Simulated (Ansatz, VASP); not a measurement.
## One calculation of CaBe2O3, two programs

The input INCAR:

```
ALGO     = Normal         # electronic algorithm
EDIFF    = 1E-6           # SCF threshold, eV
EDIFFG   = -0.04          # ionic threshold
ENCUT    = 600            # plane-wave cutoff, eV
GGA      = PE             # functional
IBRION   = 2              # ionic algorithm
ISIF     = 3              # what is computed and relaxed
ISMEAR   = 0              # smearing method
LASPH    = True           # aspherical terms in the spheres
LCHARG   = False          # write CHGCAR
LREAL    = False          # projectors in reciprocal space
LWAVE    = False          # write WAVECAR
NELM     = 80             # most SCF steps
NSW      = 90             # ionic steps
PREC     = Accurate       # precision mode
SIGMA    = 0.1            # smearing width, eV
```

KPOINTS

```
k-points
0
Gamma
  6 6 4
```

The input POSCAR:

```
CaBe2O3
1.0
    3.3637879100      0.0000000000      0.0000000000
   -1.6818939500      2.9131257800      0.0000000000
    0.0000000000      0.0000000000      6.6167101100
Ca Be O
1 2 3
Direct
    0.6666666700      0.3333333300      0.0000000000
    0.3333333300      0.6666666700      0.2428220100
    0.3333333300      0.6666666700      0.7571779900
    0.6666666700      0.3333333300      0.5000000000
    0.0000000000      0.0000000000      0.0000000000
    0.0000000000      0.0000000000      0.5000000000
```

Input for Ansatz:

```yaml
crystal:
  lattice:
    - [3.36378791, 0.0, 0.0]
    - [-1.68189395, 2.91312578, 0.0]
    - [0.0, 0.0, 6.61671011]
  atoms:
    - { symbol: Ca, position: [0.66666667, 0.33333333, 0.0] }
    - { symbol: Be, position: [0.33333333, 0.66666667, 0.24282201] }
    - { symbol: Be, position: [0.33333333, 0.66666667, 0.75717799] }
    - { symbol: O, position: [0.66666667, 0.33333333, 0.5] }
    - { symbol: O, position: [0.0, 0.0, 0.0] }
    - { symbol: O, position: [0.0, 0.0, 0.5] }
basis:
  ecutwfc: 420
kpoints:
  mp_grid: { grid: [6, 6, 4] }
hamiltonian:
  xc: pbe
scf:
  occupations: { method: gaussian, width: 0.1 }
  lower_state_search: "off"
output:
  forces: true
  stress: true
  eigenvalues: true
relax:
  adjacent_minimum: "off"
  f_tol: 0.04
  max_steps: 70
  cell: { stress_tol: 0.4 }
```

Change from the starting cell: species swapped into the Ce2Si3Ni type (P-6m2, No. 187).

Alike in both runs: task relaxation of cell and atoms; functional PBE; k mesh 6 × 6 × 4; occupations gaussian, width 0.1 eV; no spin polarisation.

```csv
,VASP,Ansatz
version,VASP 6.6.1,Ansatz 0.2.0
potentials or method,"VASP PAW PBE potentials, release 64 (Ca_sv, Be, O), cutoff 600 eV","scalar-relativistic, plane waves, PAW"
valence electrons in the cell,32,32
```

Ansatz gave:

```
gap on the k mesh at the Fermi level, each at its own relaxed structure (eV) : none
relaxed volume (Å³/atom)                                                     : 14.15
relaxed cell length with the largest relative difference (Å)                 : 7.582
```

**Question.** What did VASP give for the same quantities?

**Answer.** gap on the k mesh at the Fermi level, each at its own relaxed structure (eV): none; relaxed volume (Å³/atom): 14.12; relaxed cell length with the largest relative difference (Å): 7.557.

A gap of «none» marks a metal or a gap that the smearing closes.

Noted on VASP's run: the volume moved by over 15 % at a fixed basis, so the end points are rough.
